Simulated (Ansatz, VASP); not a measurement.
## Pb: VASP beside Ansatz

INCAR

```
SYSTEM = Pb
PREC = Accurate ; ENCUT = 520
EDIFF = 1E-6 ; ISMEAR = -1
SIGMA = 0.1 ; LREAL = .FALSE.
LASPH = .TRUE. ; NELM = 60
ALGO = Normal ; ISIF = 2
LWAVE = .FALSE. ; LCHARG = .TRUE.
GGA = B5 ; ALDAX = 1.0
AGGAX = 1.0 ; AGGAC = 1.0
ALDAC = 0.0 ; LELF = .TRUE.
LVHAR = .TRUE. ; NBANDS = 21
```

KPOINTS

```
regular mesh
0
G
  11 11 6
  0 0 0
```

Contents of POSCAR:

```
Pb
1.0
    3.6521949880      0.0000000000      0.0000000000
   -1.8260974940      3.1628936392      0.0000000000
    0.0000000000      0.0000000000      6.0219994471
Pb
2
Direct
    0.3333333333      0.6666666667      0.2500000000
    0.6666666667      0.3333333333      0.7500000000
```

Input for Ansatz:

```yaml
crystal:
  lattice:
    - [3.652194988, 0.0, 0.0]
    - [-1.826097494, 3.1628936392, 0.0]
    - [0.0, 0.0, 6.0219994471]
  atoms:
    - { symbol: Pb, position: [0.3333333333, 0.6666666667, 0.25] }
    - { symbol: Pb, position: [0.6666666667, 0.3333333333, 0.75] }
hamiltonian:
  xc: blyp
  pseudopotentials:
    kind: paw
    azcp:
      Pb: "pseudopotentials/Pb.paw.azcp"
basis:
  ecutwfc: 420
  fft_grid_basis: typed
kpoints:
  mp_grid: { grid: [11, 11, 6], shift: [0, 0, 0] }
magnetization:
  spin_polarized: false
scf:
  occupations: { method: fermi_dirac, width: 0.1 }
  lower_state_search: "off"
output:
  stress: true
```

Alike in both runs: task single point; functional BLYP; k mesh 11 × 11 × 6; occupations fermi-dirac, width 0.1 eV; no spin polarisation.

|  | VASP | Ansatz |
| --- | --- | --- |
| version | VASP 6.6.1 | Ansatz 0.2.0 |
| potentials or method | VASP PAW PBE potentials, release 64 (Pb_d), cutoff 520 eV | plane waves (420 eV) with PAW, scalar-relativistic |
| valence electrons in the cell | 28 | 28 |

```csv
,VASP,Ansatz,Ansatz less VASP
pressure (GPa),-0.1,-0.2,-0.03
```

VASP's potentials were made for PBE, not for BLYP. The functional is the same, so the differences come from potentials, cutoffs and numerics.

Neither program's run includes spin-orbit coupling.
